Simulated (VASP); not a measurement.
# KBr (Fm-3m) in VASP: notebook, part 2 of 2

VASP 6.6.1. The steps go on from the part before.

**4. Single point, PBEsol**

This run uses another cell than the first one, of 35.12 Å³/atom, 0.984 times its volume.

Input file INCAR:

```
SYSTEM = KBr
PREC = Accurate
ENCUT = 520
EDIFF = 1E-7
ISMEAR = 0
SIGMA = 0.02
LREAL = .FALSE.
LASPH = .TRUE.
NELM = 100
ALGO = Normal
ISIF = 2
LWAVE = .FALSE.
LCHARG = .FALSE.
GGA = PS
NBANDS = 15
```

Input file KPOINTS:

```
regular mesh
0
G
  6 6 6
  0 0 0
```

Input file POSCAR:

```
KBr
1.0
    0.0000000000      3.2748779215      3.2748779215
    3.2748779215      0.0000000000      3.2748779215
    3.2748779215      3.2748779215      0.0000000000
K Br
1 1
Direct
    0.0000000000      0.0000000000      0.0000000000
    0.5000000000      0.5000000000      0.5000000000
```

Potentials or basis: VASP PAW PBE potentials, release 64 (K_sv, Br).

On the command line:

```
> cat potpaw_PBE.64/K_sv/POTCAR potpaw_PBE.64/Br/POTCAR > POTCAR
> mpirun -np 1 vasp_std > vasp.out
```

OUTCAR:

```text
SYSTEM = KBr
   PREC = Accurate
   ENCUT = 520
   EDIFF = 1E-7
   ISMEAR = 0
   LREAL = .FALSE.
   LASPH = .TRUE.
   NELM = 100
   ISIF = 2
   GGA = PS

 ion  position               nearest neighbor table
   1  0.000  0.000  0.000-   2 3.27   2 3.27   2 3.27   2 3.27   2 3.27   2 3.27
   2  0.500  0.500  0.500-   1 3.27   1 3.27   1 3.27   1 3.27   1 3.27   1 3.27

  LATTYP: Found a face centered cubic cell.
 ALAT       =     6.5497558430

  Lattice vectors:

 A1 = (   0.0000000000,   3.2748779215,   3.2748779215)
 A2 = (   3.2748779215,   0.0000000000,   3.2748779215)
 A3 = (   3.2748779215,   3.2748779215,   0.0000000000)

Analysis of symmetry for initial positions (statically):
=====================================================================
 Subroutine PRICEL returns:
 Original cell was already a primitive cell.

 Routine SETGRP: Setting up the symmetry group for a
 face centered cubic supercell.

 Subroutine GETGRP returns: Found 48 space group operations
 (whereof 48 operations were pure point group operations)
 out of a pool of 48 trial point group operations.

The static configuration has the point symmetry O_h .

Analysis of symmetry for dynamics (positions and initial velocities):
=====================================================================
 Subroutine PRICEL returns:
 Original cell was already a primitive cell.

 Routine SETGRP: Setting up the symmetry group for a
 face centered cubic supercell.

 Subroutine GETGRP returns: Found 48 space group operations
 (whereof 48 operations were pure point group operations)
 out of a pool of 48 trial point group operations.

The dynamic configuration has the point symmetry O_h .

 Subroutine INISYM returns: Found 48 space group operations
 (whereof 48 operations are pure point group operations),
 and found     1 'primitive' translations

----------------------------------------------------------------------------------------

                                     Primitive cell

  volume of cell :      70.2450

  direct lattice vectors                    reciprocal lattice vectors
[... 111 lines left out ...]
  energy-cutoff  :      520.00
  volume of cell :       70.24
 maximum number of plane-waves:      1917
 NGX is ok and might be reduce to    36
   NGX = 17   NGY = 17   NGZ = 17

 number of electron      16.0000000 magnetization

 Free energy of the ion-electron system (eV)
  ---------------------------------------------------
  ext. energy  EPLUGINS =         0.00000000
  ---------------------------------------------------
  free energy    TOTEN  =        -6.45987508 eV

  energy without entropy =       -6.45987508  energy(sigma->0) =       -6.45987508

 E-fermi :  -1.6109     XC(G=0):  -7.6422

 val. band max:       -1.7353478027   @ k =   0.0000   0.0000   0.0000
 cond. band min:       2.5997876336   @ k =   0.0000   0.0000   0.0000
 fundamental gap:      4.3351354363
 Fermi energy:        -1.6109329325

 k-point     1 :       0.0000    0.0000    0.0000
  band No.  band energies     occupation
      1     -29.2995      2.00000
      2     -14.0708      2.00000
      3     -12.8443      2.00000
      4     -12.8443      2.00000
      5     -12.8443      2.00000
      6      -1.7353      2.00000
      7      -1.7353      2.00000
      8      -1.7353      2.00000
      9       2.5998      0.00000
     10       5.7936      0.00000
     11       5.7936      0.00000
     12       5.7936      0.00000
     13       6.6477      0.00000
     14       6.6477      0.00000
[... 257 lines left out ...]
      2     -14.0367      2.00000
      3     -12.9326      2.00000
      4     -12.9011      2.00000
      5     -12.7834      2.00000
      6      -2.4827      2.00000
      7      -2.2436      2.00000
      8      -2.2094      2.00000
      9       4.7394      0.00000
     10       6.1786      0.00000
     11       6.4991      0.00000
     12       7.5219      0.00000
     13       8.2851      0.00000
     14       9.1351      0.00000
     15       9.6385      0.00000

------------------------ aborting loop because EDIFF is reached ----------------------------------------

  FORCE on cell =-STRESS in cart. coord.  units (eV):
  Direction    XX          YY          ZZ          XY          YZ          ZX
  --------------------------------------------------------------------------------------
  -------------------------------------------------------------------------------------
  Total        0.0259979      0.0259979      0.0259979      0.0000000     -0.0000000      0.0000000
  in kB        0.5929700      0.5929700      0.5929700      0.0000000     -0.0000000      0.0000000
  external PRESSURE =       0.5929700 kB  Pullay stress =       0.0000000 kB

 VOLUME and BASIS-vectors are now :
 -----------------------------------------------------------------------------
  energy-cutoff  :      520.00
  volume of cell :       70.24
      direct lattice vectors                 reciprocal lattice vectors
     0.000000000  3.274877921  3.274877921    -0.152677447  0.152677447  0.152677447
     3.274877921  0.000000000  3.274877921     0.152677447 -0.152677447  0.152677447
     3.274877921  3.274877921  0.000000000     0.152677447  0.152677447 -0.152677447

 POSITION                                       TOTAL-FORCE (eV/Angst)
 -----------------------------------------------------------------------------------
      0.00000      0.00000      0.00000         0.000000     -0.000000      0.000000
      3.27488      3.27488      3.27488        -0.000000      0.000000     -0.000000
 -----------------------------------------------------------------------------------
    total drift:                                0.000000      0.000000      0.000000

  FREE ENERGIE OF THE ION-ELECTRON SYSTEM (eV)
  ---------------------------------------------------
  free  energy   TOTEN  =        -6.4598750833 eV

  energy  without entropy=       -6.4598750833  energy(sigma->0) =       -6.45987508
```

OSZICAR:

```text
N       E                     dE             d eps       ncg     rms          rms(c)
DAV:   1     0.982775877963E+02    0.98278E+02   -0.67975E+03   480   0.938E+02
DAV:   2    -0.800340032519E+00   -0.99078E+02   -0.91484E+02   635   0.231E+02
DAV:   3    -0.642725386492E+01   -0.56269E+01   -0.55999E+01   648   0.484E+01
DAV:   4    -0.661993608911E+01   -0.19268E+00   -0.19262E+00   709   0.806E+00
DAV:   5    -0.662133670187E+01   -0.14006E-02   -0.14006E-02   655   0.776E-01    0.317E+00
DAV:   6    -0.646449039859E+01    0.15685E+00   -0.19387E-01   578   0.224E+00    0.236E+00
DAV:   7    -0.645223550503E+01    0.12255E-01   -0.91476E-02   627   0.166E+00    0.111E+00
DAV:   8    -0.645913999350E+01   -0.69045E-02   -0.10683E-02   583   0.757E-01    0.135E-01
DAV:   9    -0.645953169305E+01   -0.39170E-03   -0.39857E-04   634   0.120E-01    0.741E-02
DAV:  10    -0.645986874732E+01   -0.33705E-03   -0.37326E-04   515   0.107E-01    0.198E-02
DAV:  11    -0.645987274027E+01   -0.39930E-05   -0.14945E-05   668   0.206E-02    0.538E-03
DAV:  12    -0.645987506337E+01   -0.23231E-05   -0.32067E-06   529   0.118E-02    0.638E-03
DAV:  13    -0.645987508325E+01   -0.19883E-07   -0.47673E-07   648   0.361E-03
   1 F= -.64598751E+01 E0= -.64598751E+01  d E =-.244860E-20
```

Run time: 16 s. Hardware: 1 thread of Intel Xeon Platinum 8259CL at 2.50GHz (Skylake/Cascade Lake), shared host; peak memory 0.2 GiB.

Results:

- Free energy: -6.4599 eV
- Pressure: 0.1 GPa
- Band gap on the k mesh: 4.34 eV, direct

Levels at points of the mesh, in eV from the valence-band top:
| k point | band 5 | band 6 | band 7 | band 8 | band 9 | band 10 | band 11 | band 12 |
| --- | --- | --- | --- | --- | --- | --- | --- | --- |
| (0.00, 0.00, 0.00) | -11.11 | 0.00 | 0.00 | 0.00 | 4.34 | 7.53 | 7.53 | 7.53 |
| (0.50, 0.00, 0.00) | -10.86 | -1.26 | -0.36 | -0.36 | 6.48 | 8.21 | 9.78 | 9.78 |
| (0.50, 0.50, 0.00) | -11.15 | -0.86 | -0.30 | -0.30 | 5.71 | 7.17 | 9.37 | 9.47 |

Caveat: the PAW data sets were made with another functional, which shifts forces and pressure a little.

**5. Relaxation of cell and atoms, PBEsol, target pressure 12 GPa, at which the enthalpy is minimised**

This run uses another cell than the first one, of 35.12 Å³/atom, 0.984 times its volume.

Input file INCAR:

```
PREC = Accurate
ENCUT = 600
EDIFF = 1E-6
ISMEAR = 0
SIGMA = 0.01
LREAL = F
LASPH = T
NELM = 60
ALGO = Normal
ISIF = 3
LWAVE = F
LCHARG = F
GGA = PS
IBRION = 2
NSW = 80
EDIFFG = -0.001
PSTRESS = 120.0
```

Input file KPOINTS:

```
regular mesh
0
Gamma
  6 6 6
```

POSCAR is that of step 4.

Potentials or basis: VASP PAW PBE potentials, release 64 (K_sv, Br).

On the command line:

```
> cat potpaw_PBE.64/K_sv/POTCAR potpaw_PBE.64/Br/POTCAR > POTCAR
> mpirun -np 1 vasp_std > vasp.out
```

OUTCAR:

```text
PREC = Accurate
   ENCUT = 600
   EDIFF = 1E-6
   ISMEAR = 0
   LREAL = F
   LASPH = T
   NELM = 60
   ISIF = 3
   GGA = PS
   IBRION = 2
   NSW = 80
   EDIFFG = -0.001
   PSTRESS = 120.0

 ion  position               nearest neighbor table
   1  0.000  0.000  0.000-   2 3.27   2 3.27   2 3.27   2 3.27   2 3.27   2 3.27
   2  0.500  0.500  0.500-   1 3.27   1 3.27   1 3.27   1 3.27   1 3.27   1 3.27

  LATTYP: Found a face centered cubic cell.
 ALAT       =     6.5497558430

  Lattice vectors:

 A1 = (   0.0000000000,   3.2748779215,   3.2748779215)
 A2 = (   3.2748779215,   0.0000000000,   3.2748779215)
 A3 = (   3.2748779215,   3.2748779215,   0.0000000000)

Analysis of symmetry for initial positions (statically):
=====================================================================
 Subroutine PRICEL returns:
 Original cell was already a primitive cell.

 Routine SETGRP: Setting up the symmetry group for a
 face centered cubic supercell.

 Subroutine GETGRP returns: Found 48 space group operations
 (whereof 48 operations were pure point group operations)
 out of a pool of 48 trial point group operations.

The static configuration has the point symmetry O_h .

Analysis of symmetry for dynamics (positions and initial velocities):
=====================================================================
 Subroutine PRICEL returns:
 Original cell was already a primitive cell.

 Routine SETGRP: Setting up the symmetry group for a
 face centered cubic supercell.

 Subroutine GETGRP returns: Found 48 space group operations
 (whereof 48 operations were pure point group operations)
 out of a pool of 48 trial point group operations.

The dynamic configuration has the point symmetry O_h .

 Subroutine INISYM returns: Found 48 space group operations
 (whereof 48 operations are pure point group operations),
 and found     1 'primitive' translations

----------------------------------------------------------------------------------------

                                     Primitive cell

  volume of cell :      70.2450
[... 100 lines left out ...]
     AMIX_MAG =   1.60;   BMIX_MAG =  1.00
  volume/ion in A,a.u.               =      35.12       237.02
  Fermi-wavevector in a.u.,A,eV,Ry     =   0.999792  1.889333 13.600170  0.999584
  Thomas-Fermi vector in A             =   2.132106
   LORBIT       =      0    0 simple, 1 ext, 2 COOP (PROOUT), +10 PAW based schemes
   GGA     = PS    functional components
   LHFCALC =     F    Hartree Fock is set to
   AEXX    =    0.0000 exact exchange contribution
   IVDW    =     0    specifies the selected vdW correction
   LEPSILON=     F    determine dielectric tensor
   LRPA    =     F    only Hartree local field effects (RPA)
 conjugate gradient relaxation of ions
 non-spin polarized calculation
 Gauss-broadening in eV      SIGMA  =   0.01
  energy-cutoff  :      600.00
  volume of cell :       70.24
 maximum number of plane-waves:      2397
 NGX is ok and might be reduce to    40
   NGX = 19   NGY = 19   NGZ = 19

--------------------------------------- Ionic step        1  -------------------------------------------

 number of electron      16.0000001 magnetization

 Free energy of the ion-electron system (eV)
  ---------------------------------------------------
  ext. energy  EPLUGINS =         0.00000000
  ---------------------------------------------------
  free energy    TOTEN  =        -6.45991525 eV

  energy without entropy =       -6.45991525  energy(sigma->0) =       -6.45991525

 E-fermi :  -1.6905     XC(G=0):  -7.6422

 val. band max:       -1.7352813891   @ k =   0.0000   0.0000   0.0000
 cond. band min:       2.5998102192   @ k =   0.0000   0.0000   0.0000
 fundamental gap:      4.3350916083
 Fermi energy:        -1.6905435316

 k-point     1 :       0.0000    0.0000    0.0000
  band No.  band energies     occupation
      1     -29.2993      2.00000
      2     -14.0711      2.00000
      3     -12.8445      2.00000
      4     -12.8445      2.00000
      5     -12.8445      2.00000
      6      -1.7353      2.00000
      7      -1.7353      2.00000
      8      -1.7353      2.00000
      9       2.5998      0.00000
     10       5.7935      0.00000
     11       5.7935      0.00000
     12       5.7935      0.00000
[... 332 lines left out ...]
  energy  without entropy=       -5.9174819640  energy(sigma->0) =       -5.91748196

  enthalpy is  TOTEN    =        -2.1464381104 eV   P V=        3.7710438535

[... ionic steps 4 to 24 ...]

--------------------------------------- Ionic step       25  -------------------------------------------

 number of electron      16.0000000 magnetization

------------------------ aborting loop because EDIFF is reached ----------------------------------------
[... 71 lines left out ...]
--------------------------------------- Ionic step       27  -------------------------------------------

 number of electron      16.0000000 magnetization

 Free energy of the ion-electron system (eV)
  ---------------------------------------------------
  ext. energy  EPLUGINS =         0.00000000
  ---------------------------------------------------
  free energy    TOTEN  =        -5.91948155 eV

  energy without entropy =       -5.91948155  energy(sigma->0) =       -5.91948155

 E-fermi :   0.0904     XC(G=0):  -9.1264

 val. band max:        0.0254473386   @ k =   0.0000   0.0000   0.0000
 cond. band min:       4.9725834511   @ k =   0.5000   0.5000   0.0000
 fundamental gap:      4.9471361126
 Fermi energy:         0.0903527323

 k-point     1 :       0.0000    0.0000    0.0000
  band No.  band energies     occupation
      1     -27.0783      2.00000
      2     -12.9092      2.00000
      3     -10.6513      2.00000
      4     -10.6513      2.00000
      5     -10.6513      2.00000
      6       0.0254      2.00000
      7       0.0254      2.00000
      8       0.0254      2.00000
      9       5.4305      0.00000
     10       7.2915      0.00000
     11       7.2915      0.00000
     12       7.2915      0.00000
[... 256 lines left out ...]
  energy  without entropy=       -5.9194815522  energy(sigma->0) =       -5.91948155

  enthalpy is  TOTEN    =        -2.1464406462 eV   P V=        3.7730409061

 reached required accuracy - stopping structural energy minimisation
```

OSZICAR:

```text
N       E                     dE             d eps       ncg     rms          rms(c)
DAV:   1     0.110607134811E+03    0.11061E+03   -0.76836E+03   384   0.132E+03
DAV:   2     0.112895033699E+01   -0.10948E+03   -0.10263E+03   452   0.282E+02
DAV:   3    -0.628125924079E+01   -0.74102E+01   -0.73602E+01   480   0.682E+01
[... 154 lines left out ...]
DAV:   1    -0.591949599907E+01    0.34884E-04   -0.10915E-07   192   0.379E-03    0.444E-04
DAV:   2    -0.591949600151E+01   -0.24397E-08   -0.10870E-08   192   0.145E-03
  26 F= -.21464406E+01 E0= -.21464406E+01  d E =0.301569E-06
       N       E                     dE             d eps       ncg     rms          rms(c)
DAV:   1    -0.591948154649E+01    0.14453E-04   -0.15332E-08   192   0.144E-03    0.257E-04
DAV:   2    -0.591948155222E+01   -0.57262E-08   -0.33055E-09   192   0.717E-04
  27 F= -.21464406E+01 E0= -.21464406E+01  d E =0.277106E-06
```

CONTCAR:

```text
KBr
   1.00000000000000
     0.0000000000000000    2.9313226119849549    2.9313226119849554
     2.9313226119849549    0.0000000000000000    2.9313226119849554
     2.9313226119849549    2.9313226119849549    0.0000000000000000
  K               Br
     1     1
Direct
     0.0000000000000000    0.0000000000000000    0.0000000000000000
     0.5000000000000000    0.5000000000000000    0.5000000000000000

  0.00000000E+00  0.00000000E+00  0.00000000E+00
  0.00000000E+00  0.00000000E+00  0.00000000E+00
```

It took 3.2 min on 1 thread of Intel Xeon Platinum 8259CL at 2.50GHz (Skylake/Cascade Lake), shared host; peak memory 0.24 GiB.

What came out:

| Property | Result |
| --- | --- |
| Free energy | -5.9195 eV |
| Relaxed volume | 25.19 Å³/atom |
| Relaxed cell | a = 4.146 Å, b = 4.146 Å, c = 4.146 Å, α = 60.00°, β = 60.00°, γ = 60.00° |
| Space group after relaxing (to 0.05 Å) | Fm-3m (No. 225) |
| Energy change on relaxing (the enthalpy is what falls) | +270.2 meV/atom |
| Ionic steps | 27 |
| Pressure after relaxing | 12.0 GPa |
| Band gap on the k mesh | 4.95 eV, indirect (least direct gap 5.35 eV) |

Step by step:
```csv
step,energy change (eV),largest force (eV/Å),pressure (GPa),volume (Å³)
1,0.0000,0.0000,0.07,70.24
2,0.8594,0.0000,17.43,46.87
3,0.5424,0.0000,12.04,50.35
4,0.5162,0.0000,11.57,50.70
5,0.5172,0.0000,11.58,50.69
6,0.5199,0.0000,11.64,50.65
7,0.5200,0.0000,11.64,50.65
8,0.5201,0.0000,11.63,50.65
9,0.5204,0.0000,11.62,50.65
10,0.5210,0.0000,11.65,50.64
11,0.5221,0.0000,11.67,50.62
12,0.5244,0.0000,11.70,50.59
13,0.5289,0.0000,11.80,50.53
14,0.5381,0.0000,11.96,50.41
15,0.5405,0.0000,11.98,50.38
16,0.5438,0.0000,12.06,50.33
17,0.5414,0.0000,12.03,50.36
18,0.5409,0.0000,12.01,50.37
19,0.5408,0.0000,12.01,50.37
20,0.5404,0.0000,12.02,50.38
21,0.5398,0.0000,11.99,50.38
22,0.5400,0.0000,11.97,50.38
23,0.5402,0.0000,11.97,50.38
24,0.5403,0.0000,11.98,50.38
25,0.5404,0.0000,11.99,50.38
26,0.5404,0.0000,11.99,50.38
27,0.5404,0.0000,11.99,50.38
```

Final structure:
```cif
data_structure
_symmetry_space_group_name_H-M 'P 1'
_symmetry_Int_Tables_number 1
_cell_length_a 4.1455
_cell_length_b 4.1455
_cell_length_c 4.1455
_cell_angle_alpha 60.000
_cell_angle_beta 60.000
_cell_angle_gamma 60.000
_cell_volume 50.38
loop_
_atom_site_label
_atom_site_type_symbol
_atom_site_fract_x
_atom_site_fract_y
_atom_site_fract_z
_atom_site_occupancy
K1 K 0.00000 0.00000 0.00000 1
Br1 Br 0.50000 0.50000 0.50000 1
```

Levels at points of the mesh, in eV from the valence-band top:
```tsv
k point	band 4	band 5	band 6	band 7	band 8	band 9	band 10	band 11	band 12
(0.00, 0.00, 0.00)	-10.68	-10.68	0.00	0.00	0.00	5.41	7.27	7.27	7.27
(0.50, 0.00, 0.00)	-10.69	-10.06	-2.15	-0.80	-0.80	7.07	9.21	10.47	10.47
(0.50, 0.50, 0.00)	-10.83	-10.83	-1.18	-0.40	-0.40	4.95	8.48	9.70	10.92
```

Caveat: the cell is relaxed towards a set pressure, so the enthalpy falls and the energy may rise; the volume moved by over 15 % at a fixed basis, so the end points are rough; the PAW data sets were made with another functional, which shifts forces and pressure a little. A k mesh can miss the band edges.

**6. Summary**

```csv
task,cell,cutoff (eV),smearing,gap on the mesh (eV),pressure (GPa)
relaxation of cell and atoms,"relaxed from a = 4.656 Å, angles 60.0°, 2 atoms",600,gaussian 0.02 eV,4.32,0.0
single point,"a = 4.140 Å, angles 60.0°, 2 atoms",520,gaussian 0.01 eV,4.93,12.3
single point,"a = 4.631 Å, angles 60.0°, 2 atoms",520,gaussian 0.02 eV,4.34,0.1
relaxation of cell and atoms,"relaxed to 12 GPa from a = 4.631 Å, angles 60.0°, 2 atoms",600,gaussian 0.01 eV,4.95,12.0
```

Alike in all rows: level PBEsol; potentials or basis VASP PAW PBE potentials, release 64 (K_sv, Br); no spin polarisation; k mesh 6 × 6 × 6.

Caveats: the PAW data sets were made with another functional, which shifts forces and pressure a little; the cell is relaxed towards a set pressure, so the enthalpy falls and the energy may rise (some runs); the volume moved by over 15 % at a fixed basis, so the end points are rough (some runs).

Total energies depend on the potentials used, so only differences within one code and one set of settings carry meaning.
